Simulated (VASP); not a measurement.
Here is a VASP 6.6.1 calculation.

File INCAR:

```
PREC     = Accurate       # precision mode
ENCUT    = 520            # plane-wave cutoff, eV
EDIFF    = 1E-6           # SCF threshold, eV
ISMEAR   = 0              # smearing method
SIGMA    = 0.05           # smearing width, eV
LREAL    = F              # projectors in reciprocal space
LASPH    = T              # aspherical terms in the spheres
NELM     = 80             # most SCF steps
ALGO     = Normal         # electronic algorithm
ISIF     = 2              # what is computed and relaxed
LWAVE    = F              # write WAVECAR
LCHARG   = F              # write CHGCAR
GGA      = PS             # functional
NBANDS   = 30             # bands
```

The input KPOINTS:

```
regular mesh
0
Gamma
  6 6 6
```

The input POSCAR:

```
CsPbBr3
1.0
    5.9580500000      0.0000000000      0.0000000000
    0.0000000000      5.9580500000      0.0000000000
    0.0000000000      0.0000000000      5.9580500000
Cs Pb Br
1 1 3
Direct
    0.0000000000      0.0000000000      0.0000000000
    0.5000000000      0.5000000000      0.5000000000
    0.0000000000      0.5000000000      0.5000000000
    0.5000000000      0.0000000000      0.5000000000
    0.5000000000      0.5000000000      0.0000000000
```

Potentials or basis: VASP PAW PBE potentials, release 64 (Cs_sv, Pb_d, Br).

Run with:

```console
$ cat potpaw_PBE.64/Cs_sv/POTCAR potpaw_PBE.64/Pb_d/POTCAR potpaw_PBE.64/Br/POTCAR > POTCAR
$ mpirun -np 1 vasp_std > vasp.out
```

Question: What does it give for the pressure?

Answer: -0.9 GPa.

Question: What does it give for the band gap on the k mesh?

Answer: 1.60 eV.

Caveat: the cell differs from its parent crystal (strain +0.015 along x and y, +0.015 along z); the PAW data sets were made with another functional, which shifts forces and pressure a little; spin-orbit coupling is left out, which moves the levels of the heavy elements. A k mesh can miss the band edges.
